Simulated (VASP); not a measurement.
A run of VASP 6.6.1 is set up as follows.

File INCAR:

```
PREC = Accurate ; ENCUT = 600
EDIFF = 1E-6 ; ISMEAR = 0
SIGMA = 0.02 ; LREAL = F
LASPH = T ; NELM = 100
ALGO = Normal ; ISIF = 3
LWAVE = F ; LCHARG = F
GGA = PE ; IVDW = 12
IBRION = 2 ; NSW = 100
EDIFFG = -0.01
```

Contents of KPOINTS:

```
Automatic mesh
0
Gamma
  12 12 4
```

POSCAR

```
ZrP2O2
1.0
    3.2603483192      0.0000000000      0.0000000000
   -1.6301741596      2.8235444696      0.0000000000
    0.0000000000      0.0000000000      9.9718359529
Zr P O
1 2 2
Direct
    0.0000000000      0.0000000000      0.5000000000
    0.6666666667      0.3333333333      0.0621869288
    0.3333333333      0.6666666667      0.9378130712
    0.3333333333      0.6666666667      0.5969122138
    0.6666666667      0.3333333333      0.4030877862
```

Potentials or basis: VASP PAW PBE potentials, release 64 (Zr_sv, P, O).

Command:

```console
$ cat potpaw_PBE.64/Zr_sv/POTCAR potpaw_PBE.64/P/POTCAR potpaw_PBE.64/O/POTCAR > POTCAR
$ mpirun -np 1 vasp_std > vasp.out
```

(1) What does it give for the space group after relaxing (to 0.05 Å)?

(2) What does it give for the dispersion energy per atom?

(3) Predict the band gap on the k mesh.

(4) Estimate the relaxed cell.

## Answers

(1) P-3m1 (No. 164).

(2) -0.229 eV.

(3) 1.85 eV, indirect (least direct gap 2.13 eV).

(4) a = 3.257 Å, b = 3.257 Å, c = 9.984 Å, α = 90.00°, β = 90.00°, γ = 120.00°.
